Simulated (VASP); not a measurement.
# Y (Fm-3m) in VASP: notebook

Y is run at these levels: PBE; tasks: single point.

Program: VASP 6.6.1. These are calculated values, not measurements. Logs are shortened: lines on timing, memory, paths and dates and some standing lists are left out, and cuts for length are marked.

### 1 The cell of the first run

The structure is cubic, space group Fm-3m (No. 225). The conventional cell has a = 5.064 Å, b = 5.064 Å, c = 5.064 Å, α = 90.00°, β = 90.00°, γ = 90.00°. Within 4.7 Å of Y (site symmetry m-3m) lie 12 Y at 3.58 Å.

This isn't the form of Y at room conditions, which is hcp.

### 2 Single point, PBE

Input file INCAR:

```
SYSTEM = Y
  ALGO = Normal
  EDIFF = 1E-7
  ENCUT = 520
  GGA = PE
  ISIF = 2
  ISMEAR = -1
  LASPH = .TRUE.
  LCHARG = .FALSE.
  LREAL = .FALSE.
  LWAVE = .FALSE.
  NBANDS = 12
  NELM = 60
  PREC = Accurate
  SIGMA = 0.05
```

Input file KPOINTS:

```
k-points
0
G
  14 14 14
  0 0 0
```

Input file POSCAR:

```
Y
1.0
    0.0000000000      2.5319491394      2.5319491394
    2.5319491394      0.0000000000      2.5319491394
    2.5319491394      2.5319491394      0.0000000000
Y
1
Direct
    0.0000000000      0.0000000000      0.0000000000
```

Potentials or basis: VASP PAW PBE potentials, release 64 (Y_sv).

Run with:

```
$ cat potpaw_PBE.64/Y_sv/POTCAR > POTCAR
$ mpirun -np 1 vasp_std > vasp.out
```

OUTCAR:

```text
SYSTEM = Y
   EDIFF = 1E-7
   ENCUT = 520
   GGA = PE
   ISIF = 2
   ISMEAR = -1
   LASPH = .TRUE.
   LREAL = .FALSE.
   NELM = 60
   PREC = Accurate

 ion  position               nearest neighbor table
   1  0.000  0.000  0.000-

  LATTYP: Found a face centered cubic cell.
 ALAT       =     5.0638982788

  Lattice vectors:

 A1 = (   0.0000000000,   2.5319491394,   2.5319491394)
 A2 = (   2.5319491394,   0.0000000000,   2.5319491394)
 A3 = (   2.5319491394,   2.5319491394,   0.0000000000)

Analysis of symmetry for initial positions (statically):
=====================================================================
 Subroutine PRICEL returns:
 Original cell was already a primitive cell.

 Routine SETGRP: Setting up the symmetry group for a
 face centered cubic supercell.

 Subroutine GETGRP returns: Found 48 space group operations
 (whereof 48 operations were pure point group operations)
 out of a pool of 48 trial point group operations.

The static configuration has the point symmetry O_h .

Analysis of symmetry for dynamics (positions and initial velocities):
=====================================================================
 Subroutine PRICEL returns:
 Original cell was already a primitive cell.

 Routine SETGRP: Setting up the symmetry group for a
 face centered cubic supercell.

 Subroutine GETGRP returns: Found 48 space group operations
 (whereof 48 operations were pure point group operations)
 out of a pool of 48 trial point group operations.

The dynamic configuration has the point symmetry O_h .

 Subroutine INISYM returns: Found 48 space group operations
 (whereof 48 operations are pure point group operations),
 and found     1 'primitive' translations

----------------------------------------------------------------------------------------

                                     Primitive cell

  volume of cell :      32.4635

  direct lattice vectors                    reciprocal lattice vectors
     0.000000000  2.531949139  2.531949139    -0.197476321  0.197476321  0.197476321
     2.531949139  0.000000000  2.531949139     0.197476321 -0.197476321  0.197476321
     2.531949139  2.531949139  0.000000000     0.197476321  0.197476321 -0.197476321

  length of vectors
     3.580716812  3.580716812  3.580716812     0.342039021  0.342039021  0.342039021

  position of ions in fractional coordinates (direct lattice)
     0.000000000  0.000000000  0.000000000

  ion indices of the primitive-cell ions
   primitive index   ion index
                 1           1

----------------------------------------------------------------------------------------

 KPOINTS: k-points

Automatic generation of k-mesh.
 Grid dimensions read from file:
 generate k-points for:   14   14   14

 Generating k-lattice:

  Cartesian coordinates                     Fractional coordinates (reciprocal lattice)
    -0.014105451  0.014105451  0.014105451     0.071428571  0.000000000  0.000000000
     0.014105451 -0.014105451  0.014105451     0.000000000  0.071428571  0.000000000
     0.014105451  0.014105451 -0.014105451     0.000000000  0.000000000  0.071428571

  Length of vectors
     0.024431359  0.024431359  0.024431359

  Shift w.r.t. Gamma in fractional coordinates (k-lattice)
     0.000000000  0.000000000  0.000000000

 Subroutine IBZKPT returns following result:
 ===========================================

 Found    104 irreducible k-points:

 Following reciprocal coordinates:
            Coordinates               Weight
  0.000000  0.000000  0.000000      1.000000
  0.071429  0.000000  0.000000      8.000000
  0.142857  0.000000  0.000000      8.000000
  0.214286  0.000000  0.000000      8.000000
  0.285714  0.000000  0.000000      8.000000
  0.357143  0.000000  0.000000      8.000000
[... 16 lines left out ...]
  0.214286  0.142857  0.000000     24.000000
  0.285714  0.142857  0.000000     24.000000
 [... further k-points ...]
   k-points           NKPTS =    104   k-points in BZ     NKDIM =    104   number of bands    NBANDS=     12
   number of dos      NEDOS =    301   number of ions     NIONS =      1
   total plane-waves  NPLWV =  21952
   dimension x,y,z NGX =    28 NGY =   28 NGZ =   28
   dimension x,y,z NGXF=    56 NGYF=   56 NGZF=   56
   ions per type =               1
   NGX,Y,Z   is equivalent  to a cutoff of  13.00, 13.00, 13.00 a.u.
   NGXF,Y,Z  is equivalent  to a cutoff of  26.00, 26.00, 26.00 a.u.
 SYSTEM =  Y
   PREC   = accura    normal or accurate (medium, high low for compatibility)
   ISTART =      0    job   : 0-new  1-cont  2-samecut
   ICHARG =      2    charge: 1-file 2-atom 10-const
   ISPIN  =      1    spin polarized calculation?
   LNONCOLLINEAR =      F non collinear calculations
   LSORBIT =      F    spin-orbit coupling
   LASPH  =      T    aspherical Exc in radial PAW
   ENCUT  =  520.0 eV  38.22 Ry    6.18 a.u.   6.66  6.66  6.66*2*pi/ulx,y,z
   NELM   =     60;   NELMIN=  2; NELMDL= -5     # of ELM steps
   EDIFF  = 0.1E-06   stopping-criterion for ELM
   LREAL  =      F    real-space projection
   EDIFFG = 0.1E-05   stopping-criterion for IOM
   NSW    =      0    number of steps for IOM
   IBRION =     -1    ionic relax: 0-MD 1-quasi-New 2-CG
   NFREE  =      0    steps in history (QN), initial steepest desc. (CG)
   ISIF   =      2    stress and relaxation
   ISYM   =      2    0-nonsym 1-usesym 2-fastsym
   POTIM  = 0.5000    time-step for ionic-motion
   TEBEG  =    0.0;   TEEND  =   0.0 temperature during run
   PSTRESS=    0.0 pullay stress
   NELECT =      11.0000    total number of electrons
   NUPDOWN=      -1.0000    fix difference up-down
   EMIN   =  10.00;   EMAX   =-10.00  energy-range for DOS
   EFERMI =   0.00;   METHOD = LEGACY
   ISMEAR =    -1;   SIGMA  =   0.05  broadening in eV -4-tet -1-fermi 0-gaus
   EFERMI_NEDOS =   21; number of points for ismear=-14 and -15
   IALGO  =     38    algorithm
   IMIX   =      4    mixing-type and parameters
     AMIX     =   0.40;   BMIX     =  1.00
     AMIX_MAG =   1.60;   BMIX_MAG =  1.00
  volume/ion in A,a.u.               =      32.46       219.07
  Fermi-wavevector in a.u.,A,eV,Ry     =   1.141320  2.156782 17.723102  1.302611
  Thomas-Fermi vector in A             =   2.278020
   LORBIT       =      0    0 simple, 1 ext, 2 COOP (PROOUT), +10 PAW based schemes
   GGA     = PE    functional components
   LHFCALC =     F    Hartree Fock is set to
   AEXX    =    0.0000 exact exchange contribution
   IVDW    =     0    specifies the selected vdW correction
   LEPSILON=     F    determine dielectric tensor
   LRPA    =     F    only Hartree local field effects (RPA)
 non-spin polarized calculation
  energy-cutoff  :      520.00
  volume of cell :       32.46
 maximum number of plane-waves:       895
   NGX = 13   NGY = 13   NGZ = 13

 number of electron      11.0000000 magnetization

 Free energy of the ion-electron system (eV)
  ---------------------------------------------------
  ext. energy  EPLUGINS =         0.00000000
  ---------------------------------------------------
  free energy    TOTEN  =        -6.41365672 eV

  energy without entropy =       -6.40015864  energy(sigma->0) =       -6.40690768

 E-fermi :   3.1201     XC(G=0):  -9.4692

 val. band max:        3.1190532376   @ k =  -0.3571   0.4286   0.2143
 cond. band min:       3.1269446714   @ k =   0.5000   0.2857   0.1429
 fundamental gap:      0.0078914338
 Fermi energy:         3.1200874990

 k-point     1 :       0.0000    0.0000    0.0000
  band No.  band energies     occupation
      1     -39.5653      2.00000
      2     -19.2613      2.00000
      3     -19.2613      2.00000
      4     -19.2613      2.00000
      5      -1.6505      2.00000
      6       4.8999      0.00000
      7       4.8999      0.00000
      8       4.8999      0.00000
      9       6.9117      0.00000
     10       6.9117      0.00000
     11      12.0854      0.00000
     12      15.3632      0.00000

 k-point     2 :       0.0714    0.0000    0.0000
  band No.  band energies     occupation
      1     -39.5621      2.00000
      2     -19.2911      2.00000
      3     -19.2650      2.00000
      4     -19.2650      2.00000
      5      -1.5227      2.00000
      6       4.7552      0.00000
      7       4.9602      0.00000
      8       4.9602      0.00000
      9       6.8439      0.00000
     10       6.8439      0.00000
     11      12.3797      0.00000
     12      14.7606      0.00000

 k-point     3 :       0.1429    0.0000    0.0000
  band No.  band energies     occupation
      1     -39.5530      2.00000
      2     -19.3737      2.00000
      3     -19.2755      2.00000
      4     -19.2755      2.00000
      5      -1.1554      2.00000
      6       4.4033      0.00000
      7       5.0988      0.00000
      8       5.0988      0.00000
      9       6.7203      0.00000
     10       6.7203      0.00000
     11      13.0340      0.00000
     12      13.8722      0.00000
[... 286 lines left out ...]
 k-point    23 :       0.2143    0.1429    0.0000
  band No.  band energies     occupation
      1     -39.5391      2.00000
      2     -19.4465      2.00000
      3     -19.3193      2.00000
      4     -19.3148      2.00000
      5      -0.5782      2.00000
      6       3.8577      0.00000
      7       5.2923      0.00000
      8       5.4663      0.00000
      9       5.8754      0.00000
     10       7.2624      0.00000
     11      14.0099      0.00000
     12      14.3834      0.00000

 k-point    24 :       0.2857    0.1429    0.0000
  band No.  band energies     occupation
      1     -39.5263      2.00000
      2     -19.5502      2.00000
      3     -19.3383      2.00000
      4     -19.3326      2.00000
      5      -0.0048      2.00000
      6       3.5609      0.00030
      7       4.9052      0.00000
      8       5.5350      0.00000
      9       6.3195      0.00000
     10       7.5085      0.00000
     11      13.1908      0.00000
     12      14.9842      0.00000

 [... further k-points ...]

------------------------ aborting loop because EDIFF is reached ----------------------------------------

  FORCE on cell =-STRESS in cart. coord.  units (eV):
  Direction    XX          YY          ZZ          XY          YZ          ZX
  --------------------------------------------------------------------------------------
  -------------------------------------------------------------------------------------
  Total       -0.0221107     -0.0221107     -0.0221107     -0.0000000      0.0000000     -0.0000000
  in kB       -1.0912353     -1.0912353     -1.0912353     -0.0000000      0.0000000     -0.0000000
  external PRESSURE =      -1.0912353 kB  Pullay stress =       0.0000000 kB

 VOLUME and BASIS-vectors are now :
 -----------------------------------------------------------------------------
  energy-cutoff  :      520.00
  volume of cell :       32.46
      direct lattice vectors                 reciprocal lattice vectors
     0.000000000  2.531949139  2.531949139    -0.197476321  0.197476321  0.197476321
     2.531949139  0.000000000  2.531949139     0.197476321 -0.197476321  0.197476321
     2.531949139  2.531949139  0.000000000     0.197476321  0.197476321 -0.197476321

 POSITION                                       TOTAL-FORCE (eV/Angst)
 -----------------------------------------------------------------------------------
      0.00000      0.00000      0.00000        -0.000000      0.000000     -0.000000
 -----------------------------------------------------------------------------------
    total drift:                               -0.000000     -0.000000     -0.000000

  FREE ENERGIE OF THE ION-ELECTRON SYSTEM (eV)
  ---------------------------------------------------
  free  energy   TOTEN  =        -6.4136567178 eV

  energy  without entropy=       -6.4001586449  energy(sigma->0) =       -6.40690768
```

Run time: 38 s. Hardware: 1 thread of Intel Xeon Platinum 8488C (Sapphire Rapids), shared host; peak memory 0.2 GiB.

Results:

* Free energy: -6.4137 eV
* Pressure: -0.1 GPa
* Band gap on the k mesh: zero (an odd number of electrons rules out a gap without spin polarisation)

### 3 Single point, PBE

Input file INCAR:

```
PREC = Accurate ; ENCUT = 520
EDIFF = 1E-6 ; ISMEAR = -1
SIGMA = 0.05 ; LREAL = False
LASPH = True ; NELM = 100
ALGO = Normal ; ISIF = 2
LWAVE = False ; LCHARG = False
GGA = PE ; NBANDS = 12
```

Input file KPOINTS:

```
regular mesh
0
Gamma
  14 14 14
```

POSCAR is that of step 2.

Potentials or basis: VASP PAW PBE potentials, release 64 (Y_sv).

Run with:

```
$ cat potpaw_PBE.64/Y_sv/POTCAR > POTCAR
$ mpirun -np 1 vasp_std > vasp.out
```

OUTCAR:

```text
PREC = Accurate
   ENCUT = 520
   EDIFF = 1E-6
   ISMEAR = -1
   LREAL = False
   LASPH = True
   NELM = 100
   ISIF = 2
   GGA = PE

 ion  position               nearest neighbor table
   1  0.000  0.000  0.000-

  LATTYP: Found a face centered cubic cell.
 ALAT       =     5.0638982788

  Lattice vectors:

 A1 = (   0.0000000000,   2.5319491394,   2.5319491394)
 A2 = (   2.5319491394,   0.0000000000,   2.5319491394)
 A3 = (   2.5319491394,   2.5319491394,   0.0000000000)

Analysis of symmetry for initial positions (statically):
=====================================================================
 Subroutine PRICEL returns:
 Original cell was already a primitive cell.

 Routine SETGRP: Setting up the symmetry group for a
 face centered cubic supercell.

 Subroutine GETGRP returns: Found 48 space group operations
 (whereof 48 operations were pure point group operations)
 out of a pool of 48 trial point group operations.

The static configuration has the point symmetry O_h .

[... 165 lines left out ...]
  band No.  band energies     occupation
      1     -39.5645      2.00000
      2     -19.2605      2.00000
      3     -19.2605      2.00000
      4     -19.2605      2.00000
      5      -1.6506      2.00000
      6       4.9002      0.00000
      7       4.9002      0.00000
      8       4.9002      0.00000
      9       6.9121      0.00000
     10       6.9121      0.00000
     11      12.0853      0.00000
     12      15.3632      0.00000
[... 331 lines left out ...]
 k-point    24 :       0.2857    0.1429    0.0000
  band No.  band energies     occupation
      1     -39.5255      2.00000
      2     -19.5494      2.00000
      3     -19.3375      2.00000
      4     -19.3318      2.00000
      5      -0.0049      2.00000
      6       3.5611      0.00030
      7       4.9055      0.00000
      8       5.5353      0.00000
      9       6.3198      0.00000
     10       7.5089      0.00000
     11      13.1908      0.00000
     12      14.9844      0.00000

 [... further k-points ...]

------------------------ aborting loop because EDIFF is reached ----------------------------------------

  FORCE on cell =-STRESS in cart. coord.  units (eV):
  Direction    XX          YY          ZZ          XY          YZ          ZX
  --------------------------------------------------------------------------------------
  -------------------------------------------------------------------------------------
  Total       -0.0277114     -0.0277114     -0.0277114      0.0000000      0.0000000      0.0000000
  in kB       -1.3676455     -1.3676455     -1.3676455      0.0000000      0.0000000      0.0000000
  external PRESSURE =      -1.3676455 kB  Pullay stress =       0.0000000 kB

 VOLUME and BASIS-vectors are now :
 -----------------------------------------------------------------------------
  energy-cutoff  :      520.00
  volume of cell :       32.46
      direct lattice vectors                 reciprocal lattice vectors
     0.000000000  2.531949139  2.531949139    -0.197476321  0.197476321  0.197476321
     2.531949139  0.000000000  2.531949139     0.197476321 -0.197476321  0.197476321
     2.531949139  2.531949139  0.000000000     0.197476321  0.197476321 -0.197476321

 POSITION                                       TOTAL-FORCE (eV/Angst)
 -----------------------------------------------------------------------------------
      0.00000      0.00000      0.00000        -0.000000     -0.000000     -0.000000
 -----------------------------------------------------------------------------------
    total drift:                               -0.000000     -0.000000     -0.000000

  FREE ENERGIE OF THE ION-ELECTRON SYSTEM (eV)
  ---------------------------------------------------
  free  energy   TOTEN  =        -6.4136570709 eV

  energy  without entropy=       -6.4001591790  energy(sigma->0) =       -6.40690812
```

stdout:

```text
POSCAR found type information on POSCAR Y
 POSCAR found :  1 types and       1 ions
 scaLAPACK will be used
 LDA part: xc-table for (Slater+PW92), standard interpolation
 POSCAR, INCAR and KPOINTS ok, starting setup
 FFT: planning ... GRIDC
 FFT: planning ... GRID_SOFT
 FFT: planning ... GRID
 WAVECAR not read
 entering main loop
```

Wall time 35 s (1 thread of Intel Xeon Platinum 8488C (Sapphire Rapids), shared host); peak memory 0.2 GiB.

What came out:

| Quantity | Value |
| --- | --- |
| Free energy | -6.4137 eV |
| Pressure | -0.1 GPa |
| Band gap on the k mesh | zero (an odd number of electrons rules out a gap without spin polarisation) |

Levels at points of the mesh, in eV from the Fermi level:
| k point | band 3 | band 4 | band 5 | band 6 | band 7 | band 8 |
| --- | --- | --- | --- | --- | --- | --- |
| (0.00, 0.00, 0.00) | -22.38 | -22.38 | -4.77 | 1.78 | 1.78 | 1.78 |
| (0.50, 0.00, 0.00) | -22.46 | -22.46 | -1.99 | 0.61 | 1.61 | 1.61 |
| (0.50, 0.50, 0.00) | -22.58 | -22.58 | -1.76 | -0.88 | 2.08 | 5.26 |
